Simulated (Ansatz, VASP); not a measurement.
# One calculation of Ag, two programs

The input INCAR:

```
  ALGO = Fast
  EDIFF = 1E-7
  ENCUT = 520
  GGA_COMPAT = False
  ISIF = 2
  ISMEAR = -1
  LASPH = True
  LCHARG = True
  LMAXMIX = 4
  LORBIT = 11
  LORBMOM = True
  LREAL = False
  LSORBIT = True
  LVHAR = True
  LWAVE = False
  MAGMOM = 0 0 0
  NBANDS = 22
  NELM = 150
  PREC = Accurate
  SIGMA = 0.05
```

Contents of KPOINTS:

```
k-points
0
Gamma
  11 11 11
```

The input POSCAR:

```
Ag
1.0
    0.0000000000      2.0427500000      2.0427500000
    2.0427500000      0.0000000000      2.0427500000
    2.0427500000      2.0427500000      0.0000000000
Ag
1
Direct
    0.0000000000      0.0000000000      0.0000000000
```

Contents of input.yaml:

```yaml
crystal:
  lattice:
    - [0.0, 2.04275, 2.04275]
    - [2.04275, 0.0, 2.04275]
    - [2.04275, 2.04275, 0.0]
  atoms:
    - { symbol: Ag, position: [0.0, 0.0, 0.0] }
hamiltonian:
  xc: lda
  pseudopotentials: { kind: paw_fr }
magnetization:
  noncollinear: true
  spin_orbit: true
kpoints:
  mp_grid: { grid: [11, 11, 11] }
  band_path:
    path:
      - [[0.0, 0.0, 0.0], [0.5, 0.0, 0.5], [0.5, 0.25, 0.75], [0.375, 0.375, 0.75], [0.0, 0.0, 0.0], [0.5, 0.5, 0.5], [0.625, 0.25, 0.625], [0.5, 0.25, 0.75], [0.5, 0.5, 0.5], [0.375, 0.375, 0.75]]
      - [[0.625, 0.25, 0.625], [0.5, 0.0, 0.5]]
    npoints: 14
scf:
  occupations: { method: fermi_dirac, width: 0.05 }
  n_extra_bands: 6
output:
  forces: true
  stress: true
  eigenvalues: true
  fatbands: true
```

Alike in both runs: functional LDA; k mesh 11 × 11 × 11; occupations fermi-dirac, width 0.05 eV; non-collinear spin, spin-orbit coupling.

```csv
,VASP,Ansatz
version,VASP 6.6.1,Ansatz 0.2.0
potentials or method,"VASP PAW LDA potentials, release 64 (Ag)",Ansatz PAW
plane-wave cutoff (eV),520,420
valence electrons in the cell,11,19
task,single point,band structure
```

Ansatz gave:

| Property | Result |
| --- | --- |
| pressure (GPa) | -7.7 |

What did VASP give for the same quantities?

Pressure (GPa): -7.6.

LDA's correlation is that of Perdew and Zunger in VASP and of Perdew and Wang (1992) in Ansatz. VASP's potentials hold 11 valence electrons a cell and Ansatz's 19, so a difference there can come from the potentials and not from the codes.
